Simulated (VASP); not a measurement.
# Sn2HO2 in VASP: single point with PBE+D3(BJ)

Aim: the single point of Sn2HO2 with PBE+D3(BJ).

Everything below comes from runs of VASP 6.6.1. Logs are shortened: lines on timing, memory, paths and dates and some standing lists are left out, and cuts for length are marked.

### Step 1. The cell of the first run

The cell holds a slab with vacuum, 5 atoms: a = 3.820 Å, b = 3.820 Å, c = 19.463 Å, α = 90.00°, β = 90.00°, γ = 90.00°.

### Step 2. Single point, PBE+D3(BJ), collinear spin

Contents of INCAR:

```
SYSTEM = Sn2HO2
PREC = Accurate
ENCUT = 520
EDIFF = 1E-6
ISMEAR = 0
SIGMA = 0.05
LREAL = .False.
LASPH = .True.
NELM = 150
ALGO = Normal
ISIF = 2
LWAVE = .False.
LCHARG = .True.
ISPIN = 2
MAGMOM = 0 0 0 0 1
LORBIT = 11
LDIPOL = .True.
IDIPOL = 3
DIPOL = 0.5 0.5 0.307
GGA = PE
IVDW = 12
LELF = .True.
LVHAR = .True.
LVACPOTAV = .True.
NBANDS = 32
```

Contents of KPOINTS:

```
regular mesh
0
Gamma
  7 7 1
  0 0 0
```

Contents of POSCAR:

```
Sn2HO2
1.0
    3.8201629938      0.0000000000      0.0000000000
    0.0000000000      3.8201629938      0.0000000000
    0.0000000000      0.0000000000     19.4630415395
Sn O H
2 2 1
Direct
    0.7500000000      0.2500000000      0.2055177240
    0.2500000000      0.7500000000      0.3269294538
    0.2500000000      0.2500000000      0.2662235889
    0.7500000000      0.7500000000      0.2662235889
    0.6250000000      1.2500000000      0.4707918606
```

Potentials or basis: VASP PAW PBE potentials, release 64 (Sn_d, O, H).

Command:

```sh
cat potpaw_PBE.64/Sn_d/POTCAR potpaw_PBE.64/O/POTCAR potpaw_PBE.64/H/POTCAR > POTCAR
mpirun -np 1 vasp_std > vasp.out
```

OUTCAR:

```text
SYSTEM = Sn2HO2
   PREC = Accurate
   ENCUT = 520
   EDIFF = 1E-6
   ISMEAR = 0
   LREAL = .False.
   LASPH = .True.
   NELM = 150
   ISIF = 2
   ISPIN = 2
   LORBIT = 11
   GGA = PE
   IVDW = 12
 IVDW          = 12

 ion  position               nearest neighbor table
   1  0.750  0.250  0.206-   3 2.25   4 2.25   4 2.25   3 2.25   2 3.59   2 3.59   2 3.59   2 3.59

   2  0.250  0.750  0.327-   3 2.25   4 2.25   3 2.25   4 2.25   1 3.59   1 3.59   1 3.59   1 3.59

   3  0.250  0.250  0.266-   1 2.25   1 2.25   2 2.25   2 2.25
   4  0.750  0.750  0.266-   1 2.25   1 2.25   2 2.25   2 2.25
   5  0.625  0.250  0.471-

  LATTYP: Found a simple tetragonal cell.
 ALAT       =     3.8201629938
 C/A-ratio  =     5.0948196637

  Lattice vectors:

 A1 = (   3.8201629938,   0.0000000000,   0.0000000000)
 A2 = (   0.0000000000,   3.8201629938,   0.0000000000)
 A3 = (   0.0000000000,   0.0000000000,  19.4630415395)

Analysis of symmetry for initial positions (statically):
=====================================================================
 Subroutine PRICEL returns:
 Original cell was already a primitive cell.

 Routine SETGRP: Setting up the symmetry group for a
 simple tetragonal supercell.

 Subroutine GETGRP returns: Found  2 space group operations
 (whereof  1 operations were pure point group operations)
 out of a pool of 16 trial point group operations.

The static configuration has the point symmetry C_1 .
 The point group associated with its full space group is C_1h.

Analysis of symmetry for dynamics (positions and initial velocities):
=====================================================================
 Subroutine PRICEL returns:
 Original cell was already a primitive cell.

 Routine SETGRP: Setting up the symmetry group for a
 simple tetragonal supercell.

 Subroutine GETGRP returns: Found  2 space group operations
 (whereof  1 operations were pure point group operations)
 out of a pool of 16 trial point group operations.

The dynamic configuration has the point symmetry C_1 .
 The point group associated with its full space group is C_1h.

Analysis of structural, dynamic, and magnetic symmetry:
=====================================================================
 Subroutine PRICEL returns:
 Original cell was already a primitive cell.

 Routine SETGRP: Setting up the symmetry group for a
 simple tetragonal supercell.

 Subroutine GETGRP returns: Found  2 space group operations
 (whereof  1 operations were pure point group operations)
 out of a pool of 16 trial point group operations.
[... 134 lines left out ...]
 maximum number of plane-waves:      7682
   NGX = 15   NGY = 15   NGZ = 73

 dipolmoment           0.000000      0.000000     -0.005282 electrons x Angstroem

 number of electron      40.9999989 magnetization       0.9999999

 dipolmoment           0.000000      0.000000      0.008967 electrons x Angstroem

 Free energy of the ion-electron system (eV)
  ---------------------------------------------------
  ext. energy  EPLUGINS =         0.00000000
  ---------------------------------------------------
  free energy    TOTEN  =       -23.72305899 eV

  energy without entropy =      -23.72305899  energy(sigma->0) =      -23.72305899

 E-fermi :  -2.1403     XC(G=0):  -3.5457

 val. band max:       -2.4154814212   @ k =   0.1429   0.0000   0.0000
 cond. band min:      -0.3616000196   @ k =   0.0000   0.0000   0.0000
 fundamental gap:      2.0538814016
 Fermi energy:        -2.1403373721

 spin component 1

 k-point     1 :       0.0000    0.0000    0.0000
  band No.  band energies     occupation
      1     -23.1284      1.00000
      2     -22.7671      1.00000
      3     -22.7295      1.00000
      4     -22.7294      1.00000
      5     -22.7139      1.00000
      6     -22.6845      1.00000
[... 549 lines left out ...]
     31       5.8783      0.00000
     32       6.4152      0.00000
 Fermi energy:        -2.1403373721

 spin component 2

 k-point     1 :       0.0000    0.0000    0.0000
  band No.  band energies     occupation
      1     -23.1238      1.00000
      2     -22.7636      1.00000
      3     -22.7262      1.00000
      4     -22.7261      1.00000
      5     -22.7107      1.00000
      6     -22.6814      1.00000
[... 549 lines left out ...]
     31       6.5699      0.00000
     32       6.8596      0.00000

------------------------ aborting loop because EDIFF is reached ----------------------------------------

 Edisp (eV)   -0.59571

 E8    (eV) :    -0.2616

  FORCE on cell =-STRESS in cart. coord.  units (eV):
  Direction    XX          YY          ZZ          XY          YZ          ZX
  --------------------------------------------------------------------------------------
  -------------------------------------------------------------------------------------
  Total       0.02885     0.01773    -0.08235     0.00000     0.00000     0.00277
  in kB       0.16273     0.10004    -0.46450     0.00000     0.00000     0.01561
  external pressure =       -0.07 kB  Pullay stress =        0.00 kB

 VOLUME and BASIS-vectors are now :
 -----------------------------------------------------------------------------
  energy-cutoff  :      520.00
  volume of cell :      284.04
      direct lattice vectors                 reciprocal lattice vectors
     3.820162994  0.000000000  0.000000000     0.261768935  0.000000000  0.000000000
     0.000000000  3.820162994  0.000000000     0.000000000  0.261768935  0.000000000
     0.000000000  0.000000000 19.463041540     0.000000000  0.000000000  0.051379431

 POSITION                                       TOTAL-FORCE (eV/Angst)
 -----------------------------------------------------------------------------------
      2.86512      0.95504      4.00000        -0.000094      0.000000     -0.080728
      0.95504      2.86512      6.36304         0.006730      0.000000      0.158799
      0.95504      0.95504      5.18152         0.000037      0.000000     -0.004163
      2.86512      2.86512      5.18152        -0.005212      0.000000     -0.002776
      2.38760      0.95504      9.16304        -0.001460      0.000000     -0.071132
 -----------------------------------------------------------------------------------
    total drift:                                0.000010      0.000000      0.000193

  FREE ENERGIE OF THE ION-ELECTRON SYSTEM (eV)
  ---------------------------------------------------
  free  energy   TOTEN  =       -24.3187729762 eV

  energy  without entropy=      -24.3187729762  energy(sigma->0) =      -24.31877298

 vacuum level on the upper side and lower side of the slab         2.962         2.851

 total charge

# of ion       s       p       d       tot
------------------------------------------
    1        1.280   0.763  10.054  12.097
    2        1.280   0.758  10.055  12.093
    3        1.576   3.430   0.000   5.006
    4        1.576   3.430   0.000   5.006
    5        0.379   0.000   0.000   0.379
--------------------------------------------------
tot          6.091   8.380  20.109  34.581

 magnetization (x)

# of ion       s       p       d       tot
------------------------------------------
    1        0.000   0.000   0.000   0.000
    2        0.021  -0.001   0.001   0.021
    3        0.000   0.009   0.000   0.009
    4        0.000   0.009   0.000   0.009
    5        0.373   0.000   0.000   0.373
--------------------------------------------------
tot          0.395   0.017   0.001   0.412
```

OSZICAR:

```text
N       E                     dE             d eps       ncg     rms          rms(c)
DAV:   1     0.378532483840E+03    0.37853E+03   -0.18925E+04  2184   0.118E+03
DAV:   2     0.387391430958E+02   -0.33979E+03   -0.32343E+03  2248   0.315E+02
DAV:   3    -0.245098946508E+02   -0.63249E+02   -0.61920E+02  2592   0.145E+02
[... 20 lines left out ...]
DAV:  24    -0.237230389513E+02   -0.35780E-04   -0.83986E-07  1768   0.501E-03    0.912E-04
DAV:  25    -0.237230510749E+02   -0.12124E-04   -0.50908E-07  1736   0.223E-03    0.595E-04
DAV:  26    -0.237230549944E+02   -0.39195E-05   -0.29132E-07  1752   0.199E-03    0.252E-04
DAV:  27    -0.237230571127E+02   -0.21183E-05   -0.84643E-08  1696   0.132E-03    0.153E-04
DAV:  28    -0.237230585468E+02   -0.14341E-05   -0.43199E-08  1720   0.830E-04    0.181E-04
DAV:  29    -0.237230589890E+02   -0.44227E-06   -0.13295E-08  1736   0.821E-04
   1 F= -.24318773E+02 E0= -.24318773E+02  d E =-.101221E-15  mag=     1.0000
```

stdout:

```text
POSCAR found type information on POSCAR SnO H
 POSCAR found :  3 types and       5 ions
 scaLAPACK will be used
 LDA part: xc-table for (Slater+PW92), standard interpolation
 POSCAR, INCAR and KPOINTS ok, starting setup
 FFT: planning ... GRIDC
 FFT: planning ... GRID_SOFT
 FFT: planning ... GRID
 WAVECAR not read
 entering main loop
 -----------------------------------------------------------------------------
|                                                                             |
|           W    W    AA    RRRRR   N    N  II  N    N   GGGG   !!!           |
|           W    W   A  A   R    R  NN   N  II  NN   N  G    G  !!!           |
|           W    W  A    A  R    R  N N  N  II  N N  N  G       !!!           |
|           W WW W  AAAAAA  RRRRR   N  N N  II  N  N N  G  GGG   !            |
|           WW  WW  A    A  R   R   N   NN  II  N   NN  G    G                |
|           W    W  A    A  R    R  N    N  II  N    N   GGGG   !!!           |
|                                                                             |
|     Did not find any points to average over, which means that no vacuum     |
|     field-free region was found. Please increase the size of  your cell     |
|     in the dimension of the dipole correction to obtain accurate            |
|     workfunction values.                                                    |
|                                                                             |
 -----------------------------------------------------------------------------
```

Run time: 11 min. Hardware: 1 thread of Oxide Virtual Turin-like, shared host; peak memory 0.51 GiB.

What came out:

```yaml
Free_energy: -24.3188 eV
Largest_force: 0.159 eV/Å
Band_gap_on_the_k_mesh: 2.05 eV (least direct gap 2.06 eV)
Net_moment: 1.00 μB per cell
Site_moments: Sn +0.00, +0.02; O +0.01; H +0.37 μB
Valence_electrons_inside_the_program's_atomic_spheres: Sn 12.10, 12.09; O 5.01; H 0.38
Dispersion_energy_per_atom: -0.119 eV
```

Forces on the atoms (eV/Å):
```
Sn   0.000  0.000 -0.081
Sn   0.007  0.000  0.159
O    0.000  0.000 -0.004
O   -0.005  0.000 -0.003
H   -0.001  0.000 -0.071
```

Levels at points of the mesh, in eV from the valence-band top:
Spin up:
```
           k point  band 17  band 18  band 19  band 20  band 21  band 22  band 23  band 24  band 25  band 26
(0.00, 0.00, 0.00)    -2.55    -2.22    -1.81    -1.81    -0.01     3.00     3.41     4.98     5.24     5.49
```
Spin down:
```csv
k point,band 16,band 17,band 18,band 19,band 20,band 21,band 22,band 23,band 24,band 25
"(0.00, 0.00, 0.00)",-3.85,-2.20,-1.80,-1.80,-0.26,2.05,3.01,4.04,5.14,5.49
```

Caveat: spin-orbit coupling is left out, which moves the levels of the heavy elements.
